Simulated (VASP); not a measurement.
A run of VASP 6.6.1 is set up as follows.

INCAR

```
SYSTEM = BaAlF4
ALGO = Normal ; EDIFF = 1E-6
ENCUT = 520 ; GGA = PE
ISIF = 2 ; ISMEAR = -1
LASPH = .True. ; LCHARG = .True.
LELF = .True. ; LREAL = .False.
LVHAR = .True. ; LWAVE = .False.
NBANDS = 30 ; NELM = 100
PREC = Accurate ; SIGMA = 0.1
```

Contents of KPOINTS:

```
k-points
0
Gamma
  4 4 3
  0 0 0
```

File POSCAR:

```
BaAlF4
1.0
    3.8353330000      0.0000000000      0.0000000000
    0.0000000000      3.8353330000      0.0000000000
    0.0000000000      0.0000000000      6.6107230000
Ba Al F
1 1 4
Direct
    0.5149680614      0.4836367533      0.4904595155
   -0.0106209813      0.0135490191      0.0008546720
    0.5094996966      0.0217863742      0.0095898739
    0.0141116821      0.5052977147     -0.0057318995
    0.0011240223     -0.0029314273      0.2875438889
   -0.0203570329     -0.0035561449      0.7219322304
```

Potentials or basis: VASP PAW PBE potentials, release 64 (Ba_sv, Al, F).

Run with:

```console
$ cat potpaw_PBE.64/Ba_sv/POTCAR potpaw_PBE.64/Al/POTCAR potpaw_PBE.64/F/POTCAR > POTCAR
$ mpirun -np 1 vasp_std > vasp.out
```

Task: What does it give for the band gap on the k mesh?

Result: Zero (an odd number of electrons rules out a gap without spin polarisation).

Task: What does it give for the largest force?

Result: 1.015 eV/Å.

Forces on the atoms (eV/Å):
```
Ba  -0.074  0.052  0.134
Al   0.393 -0.204  0.052
F   -0.466 -0.111 -0.015
F   -0.084  0.124  0.224
F    0.037  0.052 -1.013
F    0.193  0.086  0.618
```

Caveat: the k points lie up to 0.41 Å⁻¹ apart, too coarse for converged energies and pressures of a metal; spin-orbit coupling is left out, which moves the levels of the heavy elements; an odd number of electrons without spin polarisation forces a metal; a magnetic or distorted state may lie lower.
